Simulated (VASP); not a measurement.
# Sb (R-3m) in VASP: notebook, part 2 of 2

VASP 6.6.1. The steps go on from the part before.

## 4. Electric field gradients, LDA (30.29 Å³/atom)

This run uses another cell than the first one, of 30.29 Å³/atom.

INCAR reads:

```
SYSTEM = Sb
  PREC = Accurate
  ENCUT = 520
  EDIFF = 1E-8
  ISMEAR = -1
  SIGMA = 0.03
  LREAL = .False.
  LASPH = .True.
  NELM = 80
  ALGO = Normal
  ISIF = 2
  LWAVE = .False.
  LCHARG = .False.
  GGA = CA
  LEFG = .True.
  NBANDS = 12
```

KPOINTS reads:

```
Automatic mesh
0
Gamma
  12 12 12
  0 0 0
```

POSCAR reads:

```
Sb
1.0
    2.1577452361      1.2457747929      3.7564386296
   -2.1577452361      1.2457747929      3.7564386296
    0.0000000000     -2.4915495857      3.7564386296
Sb
2
Direct
    0.2336400000      0.2336400000      0.2336400000
    0.7663600000      0.7663600000      0.7663600000
```

Potentials or basis: VASP PAW LDA potentials, release 64 (Sb).

Command:

```
> cat potpaw_LDA.64/Sb/POTCAR > POTCAR
> mpirun -np 1 vasp_std > vasp.out
```

OUTCAR:

```text
SYSTEM = Sb
   PREC = Accurate
   ENCUT = 520
   EDIFF = 1E-8
   ISMEAR = -1
   LREAL = .False.
   LASPH = .True.
   NELM = 80
   ISIF = 2
   GGA = CA

 ion  position               nearest neighbor table
   1  0.234  0.234  0.234-   2 2.91   2 2.91   2 2.91   2 3.36   2 3.36   2 3.36
   2  0.766  0.766  0.766-   1 2.91   1 2.91   1 2.91   1 3.36   1 3.36   1 3.36

  LATTYP: Found a trigonal (rhomboedric) cell.
 ALAT       =     4.5076213812
 COS(alpha) =     0.5417151843

  Lattice vectors:

 A1 = (   2.1577452361,   1.2457747929,   3.7564386296)
 A2 = (  -2.1577452361,   1.2457747929,   3.7564386296)
 A3 = (   0.0000000000,  -2.4915495857,   3.7564386296)

Analysis of symmetry for initial positions (statically):
=====================================================================
 Subroutine PRICEL returns:
 Original cell was already a primitive cell.

 Routine SETGRP: Setting up the symmetry group for a
[... 549 lines left out ...]
  energy-cutoff  :      520.00
  volume of cell :       60.59
      direct lattice vectors                 reciprocal lattice vectors
     2.157745236  1.245774793  3.756438630     0.231723371  0.133785551  0.088736531
    -2.157745236  1.245774793  3.756438630    -0.231723371  0.133785551  0.088736531
     0.000000000 -2.491549586  3.756438630     0.000000000 -0.267571101  0.088736531

 POSITION                                       TOTAL-FORCE (eV/Angst)
 -----------------------------------------------------------------------------------
      0.00000      0.00000      2.63296         0.000000      0.000000      0.087739
      0.00000      0.00000      8.63635         0.000000     -0.000000     -0.087739
 -----------------------------------------------------------------------------------
    total drift:                                0.000000     -0.000000      0.000000

  FREE ENERGIE OF THE ION-ELECTRON SYSTEM (eV)
  ---------------------------------------------------
  free  energy   TOTEN  =        -9.6171583453 eV

  energy  without entropy=       -9.6168278738  energy(sigma->0) =       -9.61699311

 Electric field gradients (V/A^2)
---------------------------------------------------------------------
 ion       V_xx      V_yy      V_zz      V_xy      V_xz      V_yz
---------------------------------------------------------------------
   1      21.572    21.572   -43.144     0.000    -0.000    -0.000
   2      21.572    21.572   -43.144     0.000    -0.000    -0.000
---------------------------------------------------------------------

 Electric field gradients after diagonalization (V/A^2)
 (convention: |V_zz| > |V_xx| > |V_yy|)
----------------------------------------------------------------------
 ion       V_xx      V_yy      V_zz     asymmetry (V_yy - V_xx)/ V_zz
----------------------------------------------------------------------
   1      21.572    21.572   -43.144       0.000
   2      21.572    21.572   -43.144       0.000
----------------------------------------------------------------------

           NMR quadrupolar parameters

 Cq : quadrupolar parameter    Cq=e*Q*V_zz/h
 eta: asymmetry parameters     (V_yy - V_xx)/ V_zz
 Q  : nuclear electric quadrupole moment in mb (millibarn)
----------------------------------------------------------------------
 ion       Cq(MHz)       eta       Q (mb)
----------------------------------------------------------------------
   1      -0.104       0.000       1.000
   2      -0.104       0.000       1.000
----------------------------------------------------------------------
```

Run time: 2.9 min. Hardware: 1 thread of Intel Xeon Platinum 8488C (Sapphire Rapids), shared host; peak memory 0.25 GiB.

Results:

* Free energy: -9.6172 eV
* Pressure: -1.1 GPa
* Largest force: 0.088 eV/Å
* Band gap on the k mesh: zero (bands 5 and 6 overlap by 0.26 eV)
* Largest electric field gradient by atom: Sb -43.1 V/Å²

Forces in eV/Å, atoms in the order of the input:
```
Sb   0.000  0.000  0.088
Sb   0.000  0.000 -0.088
```

Stress tensor (GPa, compression positive):
```
-1.01  0.00  0.00
 0.00 -1.01  0.00
 0.00  0.00 -1.39
```

Levels at points of the mesh, in eV from the Fermi level:
```tsv
k point	band 1	band 2	band 3	band 4	band 5	band 6	band 7	band 8	band 9	band 10
(0.00, 0.00, 0.00)	-12.69	-4.88	-2.01	-1.77	-1.77	2.08	2.69	2.69	5.10	5.10
(0.50, 0.00, 0.00)	-10.35	-9.62	-1.89	-1.76	-0.25	-0.23	0.20	0.52	7.55	8.17
(0.50, 0.50, 0.00)	-10.35	-8.01	-5.39	-3.69	-3.61	1.57	4.90	5.47	6.85	8.59
(0.50, 0.50, 0.50)	-11.16	-8.96	-1.27	-1.27	-0.53	0.15	0.15	1.12	6.96	8.59
```

Electric field gradients, principal values (V/Å²):
```csv
atom,least,middle,greatest (by size)
1 Sb,21.572,21.572,-43.144
2 Sb,21.572,21.572,-43.144
```

Caveat: without QUAD_EFG the Cq values of the log hold for a quadrupole moment of 1 mb, not for the nuclei; spin-orbit coupling is left out, which moves the levels of the heavy elements.

## 5. Electric field gradients, LDA (30.59 Å³/atom)

This run uses another cell than the first one, of 30.59 Å³/atom.

INCAR reads:

```
SYSTEM = Sb
PREC = Accurate
ENCUT = 520
EDIFF = 1E-8
ISMEAR = -1
SIGMA = 0.03
LREAL = .FALSE.
LASPH = .TRUE.
NELM = 100
ALGO = Normal
ISIF = 2
LWAVE = .FALSE.
LCHARG = .FALSE.
GGA = CA
LEFG = .TRUE.
NBANDS = 12
```

KPOINTS reads:

```
regular mesh
0
G
  12 12 12
  0 0 0
```

POSCAR reads:

```
Sb
1.0
    2.1648431334      1.2498727658      3.7687954246
   -2.1648431334      1.2498727658      3.7687954246
    0.0000000000     -2.4997455315      3.7687954246
Sb
2
Direct
    0.2336400000      0.2336400000      0.2336400000
    0.7663600000      0.7663600000      0.7663600000
```

Potentials or basis: VASP PAW LDA potentials, release 64 (Sb).

Command:

```
> cat potpaw_LDA.64/Sb/POTCAR > POTCAR
> mpirun -np 1 vasp_std > vasp.out
```

OUTCAR:

```text
SYSTEM = Sb
   PREC = Accurate
   ENCUT = 520
   EDIFF = 1E-8
   ISMEAR = -1
   LREAL = .FALSE.
   LASPH = .TRUE.
   NELM = 100
   ISIF = 2
   GGA = CA

 ion  position               nearest neighbor table
   1  0.234  0.234  0.234-   2 2.92   2 2.92   2 2.92   2 3.37   2 3.37   2 3.37
   2  0.766  0.766  0.766-   1 2.92   1 2.92   1 2.92   1 3.37   1 3.37   1 3.37

  LATTYP: Found a trigonal (rhomboedric) cell.
 ALAT       =     4.5224491899
 COS(alpha) =     0.5417151843

  Lattice vectors:

 A1 = (   2.1648431334,   1.2498727658,   3.7687954246)
 A2 = (  -2.1648431334,   1.2498727658,   3.7687954246)
 A3 = (   0.0000000000,  -2.4997455315,   3.7687954246)

Analysis of symmetry for initial positions (statically):
=====================================================================
 Subroutine PRICEL returns:
 Original cell was already a primitive cell.

 Routine SETGRP: Setting up the symmetry group for a
 trigonal (rhombohedral) supercell.

 Subroutine GETGRP returns: Found 12 space group operations
 (whereof 12 operations were pure point group operations)
 out of a pool of 12 trial point group operations.

The static configuration has the point symmetry D_3d.

Analysis of symmetry for dynamics (positions and initial velocities):
=====================================================================
 Subroutine PRICEL returns:
 Original cell was already a primitive cell.

 Routine SETGRP: Setting up the symmetry group for a
 trigonal (rhombohedral) supercell.

 Subroutine GETGRP returns: Found 12 space group operations
 (whereof 12 operations were pure point group operations)
[... 506 lines left out ...]
      3       3.3127      2.00000
      4       4.7667      2.00000
      5       5.2987      2.00000
      6       7.9078      0.00000
      7       8.2048      0.00000
      8       9.9996      0.00000
      9      13.4449      0.00000
     10      13.9634      0.00000
     11      14.5755      0.00000
     12      16.8338      0.00000

 [... further k-points ...]

------------------------ aborting loop because EDIFF is reached ----------------------------------------

  FORCE on cell =-STRESS in cart. coord.  units (eV):
  Direction    XX          YY          ZZ          XY          YZ          ZX
  --------------------------------------------------------------------------------------
  -------------------------------------------------------------------------------------
  Total       -0.6059208     -0.6059208     -0.7057035      0.0000000     -0.0000000     -0.0000000
  in kB      -15.8664724    -15.8664724    -18.4793543      0.0000000     -0.0000000     -0.0000000
  external PRESSURE =     -16.7374331 kB  Pullay stress =       0.0000000 kB

 VOLUME and BASIS-vectors are now :
 -----------------------------------------------------------------------------
  energy-cutoff  :      520.00
  volume of cell :       61.19
      direct lattice vectors                 reciprocal lattice vectors
     2.164843133  1.249872766  3.768795425     0.230963617  0.133346906  0.088445590
    -2.164843133  1.249872766  3.768795425    -0.230963617  0.133346906  0.088445590
     0.000000000 -2.499745531  3.768795425     0.000000000 -0.266693813  0.088445590

 POSITION                                       TOTAL-FORCE (eV/Angst)
 -----------------------------------------------------------------------------------
      0.00000      0.00000      2.64162         0.000000      0.000000      0.037836
      0.00000      0.00000      8.66476         0.000000     -0.000000     -0.037836
 -----------------------------------------------------------------------------------
    total drift:                                0.000000     -0.000000      0.000000

  FREE ENERGIE OF THE ION-ELECTRON SYSTEM (eV)
  ---------------------------------------------------
  free  energy   TOTEN  =        -9.6119112431 eV

  energy  without entropy=       -9.6115830239  energy(sigma->0) =       -9.61174713

 Electric field gradients (V/A^2)
---------------------------------------------------------------------
 ion       V_xx      V_yy      V_zz      V_xy      V_xz      V_yz
---------------------------------------------------------------------
   1      21.575    21.575   -43.150     0.000    -0.000    -0.000
   2      21.575    21.575   -43.150     0.000    -0.000    -0.000
---------------------------------------------------------------------

 Electric field gradients after diagonalization (V/A^2)
 (convention: |V_zz| > |V_xx| > |V_yy|)
----------------------------------------------------------------------
 ion       V_xx      V_yy      V_zz     asymmetry (V_yy - V_xx)/ V_zz
----------------------------------------------------------------------
   1      21.575    21.575   -43.150       0.000
   2      21.575    21.575   -43.150       0.000
----------------------------------------------------------------------

           NMR quadrupolar parameters

 Cq : quadrupolar parameter    Cq=e*Q*V_zz/h
 eta: asymmetry parameters     (V_yy - V_xx)/ V_zz
 Q  : nuclear electric quadrupole moment in mb (millibarn)
----------------------------------------------------------------------
 ion       Cq(MHz)       eta       Q (mb)
----------------------------------------------------------------------
   1      -0.104       0.000       1.000
   2      -0.104       0.000       1.000
----------------------------------------------------------------------
```

OSZICAR:

```text
N       E                     dE             d eps       ncg     rms          rms(c)
DAV:   1     0.362445937779E+02    0.36245E+02   -0.35416E+03  4536   0.656E+02
DAV:   2    -0.754652383641E+01   -0.43791E+02   -0.42542E+02  6068   0.109E+02
DAV:   3    -0.961820855073E+01   -0.20717E+01   -0.20600E+01  5524   0.266E+01
DAV:   4    -0.963703323289E+01   -0.18825E-01   -0.18823E-01  5236   0.308E+00
DAV:   5    -0.963727763434E+01   -0.24440E-03   -0.24440E-03  5592   0.383E-01    0.308E+00
DAV:   6    -0.962100661843E+01    0.16271E-01   -0.38756E-03  5268   0.309E-01    0.183E+00
DAV:   7    -0.961189694551E+01    0.91097E-02   -0.82238E-03  5296   0.446E-01    0.566E-02
DAV:   8    -0.961190686844E+01   -0.99229E-05   -0.24845E-04  5292   0.103E-01    0.196E-02
DAV:   9    -0.961191158292E+01   -0.47145E-05   -0.18077E-05  5564   0.241E-02    0.650E-03
DAV:  10    -0.961191119567E+01    0.38726E-06   -0.20645E-06  5304   0.749E-03    0.975E-04
DAV:  11    -0.961191124239E+01   -0.46724E-07   -0.16596E-07  5420   0.252E-03    0.439E-04
DAV:  12    -0.961191124312E+01   -0.72697E-09   -0.12839E-08  3780   0.577E-04
   1 F= -.96119112E+01 E0= -.96117471E+01  d E =-.328219E-03
```

Run time: 3 min. Hardware: 1 thread of Intel Xeon Platinum 8488C (Sapphire Rapids), shared host; peak memory 0.25 GiB.

What came out:

```yaml
Free_energy: -9.6119 eV
Pressure: -1.7 GPa
Largest_force: 0.038 eV/Å
Band_gap_on_the_k_mesh: zero (bands 5 and 6 overlap by 0.25 eV)
Largest_electric_field_gradient_by_atom: Sb -43.1 V/Å²
```

Forces in eV/Å, atoms in the order of the input:
```
Sb   0.000  0.000  0.038
Sb   0.000  0.000 -0.038
```

Stress tensor (GPa, compression positive):
```
-1.59  0.00  0.00
 0.00 -1.59  0.00
 0.00  0.00 -1.85
```

Electric field gradients, principal values (V/Å²):
```
atom   least  middle  greatest (by size)
1 Sb  21.575  21.575             -43.150
2 Sb  21.575  21.575             -43.150
```

Caveat: without QUAD_EFG the Cq values of the log hold for a quadrupole moment of 1 mb, not for the nuclei; spin-orbit coupling is left out, which moves the levels of the heavy elements.

## 6. Electric field gradients, LDA (30.59 Å³/atom)

This run uses another cell than the first one, of 30.59 Å³/atom.

INCAR reads:

```
PREC = Accurate
ENCUT = 520
EDIFF = 1E-8
ISMEAR = -1
SIGMA = 0.03
LREAL = F
LASPH = T
NELM = 100
ALGO = Normal
ISIF = 2
LWAVE = F
LCHARG = F
GGA = CA
LEFG = T
NBANDS = 12
```

KPOINTS reads:

```
Automatic mesh
0
Gamma
  12 12 12
```

POSCAR is that of step 5.

Potentials or basis: VASP PAW LDA potentials, release 64 (Sb).

Command:

```
> cat potpaw_LDA.64/Sb/POTCAR > POTCAR
> mpirun -np 1 vasp_std > vasp.out
```

OUTCAR:

```text
PREC = Accurate
   ENCUT = 520
   EDIFF = 1E-8
   ISMEAR = -1
   LREAL = F
   LASPH = T
   NELM = 100
   ISIF = 2
   GGA = CA

 ion  position               nearest neighbor table
   1  0.234  0.234  0.234-   2 2.92   2 2.92   2 2.92   2 3.37   2 3.37   2 3.37
   2  0.766  0.766  0.766-   1 2.92   1 2.92   1 2.92   1 3.37   1 3.37   1 3.37

  LATTYP: Found a trigonal (rhomboedric) cell.
 ALAT       =     4.5224491899
 COS(alpha) =     0.5417151843

  Lattice vectors:

 A1 = (   2.1648431334,   1.2498727658,   3.7687954246)
[... 574 lines left out ...]
  free  energy   TOTEN  =        -9.6119112431 eV

  energy  without entropy=       -9.6115830239  energy(sigma->0) =       -9.61174713

 Electric field gradients (V/A^2)
---------------------------------------------------------------------
 ion       V_xx      V_yy      V_zz      V_xy      V_xz      V_yz
---------------------------------------------------------------------
   1      21.575    21.575   -43.150     0.000    -0.000    -0.000
   2      21.575    21.575   -43.150     0.000    -0.000    -0.000
---------------------------------------------------------------------

 Electric field gradients after diagonalization (V/A^2)
 (convention: |V_zz| > |V_xx| > |V_yy|)
----------------------------------------------------------------------
 ion       V_xx      V_yy      V_zz     asymmetry (V_yy - V_xx)/ V_zz
----------------------------------------------------------------------
   1      21.575    21.575   -43.150       0.000
   2      21.575    21.575   -43.150       0.000
----------------------------------------------------------------------

           NMR quadrupolar parameters

 Cq : quadrupolar parameter    Cq=e*Q*V_zz/h
 eta: asymmetry parameters     (V_yy - V_xx)/ V_zz
 Q  : nuclear electric quadrupole moment in mb (millibarn)
----------------------------------------------------------------------
 ion       Cq(MHz)       eta       Q (mb)
----------------------------------------------------------------------
   1      -0.104       0.000       1.000
   2      -0.104       0.000       1.000
----------------------------------------------------------------------
```

stdout:

```text
POSCAR found type information on POSCAR Sb
 POSCAR found :  1 types and       2 ions
 scaLAPACK will be used
 LDA part: xc-table for (Slater(with rela. corr.)+CA(PZ))
 , standard interpolation
 POSCAR, INCAR and KPOINTS ok, starting setup
 FFT: planning ... GRIDC
 FFT: planning ... GRID_SOFT
 FFT: planning ... GRID
 WAVECAR not read
 entering main loop
ion   1

ion   2
```

Wall time 2.9 min (1 thread of Intel Xeon Platinum 8488C (Sapphire Rapids), shared host); peak memory 0.24 GiB.

What came out:

| Property | Result |
| --- | --- |
| Free energy | -9.6119 eV |
| Pressure | -1.7 GPa |
| Largest force | 0.038 eV/Å |
| Band gap on the k mesh | zero (bands 5 and 6 overlap by 0.25 eV) |
| Largest electric field gradient by atom | Sb -43.1 V/Å² |

Forces in eV/Å, atoms in the order of the input:
```
Sb   0.000  0.000  0.038
Sb   0.000  0.000 -0.038
```

Electric field gradients, principal values (V/Å²):
```
atom   least  middle  greatest (by size)
1 Sb  21.575  21.575             -43.150
2 Sb  21.575  21.575             -43.150
```

Caveat: without QUAD_EFG the Cq values of the log hold for a quadrupole moment of 1 mb, not for the nuclei; spin-orbit coupling is left out, which moves the levels of the heavy elements.

## 7. Overview

| cell | gap on the mesh (eV) | pressure (GPa) | largest force (eV/Å) |
| --- | --- | --- | --- |
| a = 4.478 Å, angles 57.2°, 2 atoms | none | 0.0 | 0.19 |
| a = 4.508 Å, angles 57.2°, 2 atoms | none | -1.1 | 0.09 |
| a = 4.522 Å, angles 57.2°, 2 atoms | none | -1.7 | 0.04 |

Alike in all rows: task electric field gradients; level LDA; potentials or basis VASP PAW LDA potentials, release 64 (Sb); no spin polarisation; k mesh 12 × 12 × 12; cutoff (eV) 520; smearing fermi-dirac 0.03 eV.

Caveats: spin-orbit coupling is left out, which moves the levels of the heavy elements.

Absolute energies hang on the potentials; compare differences alone.
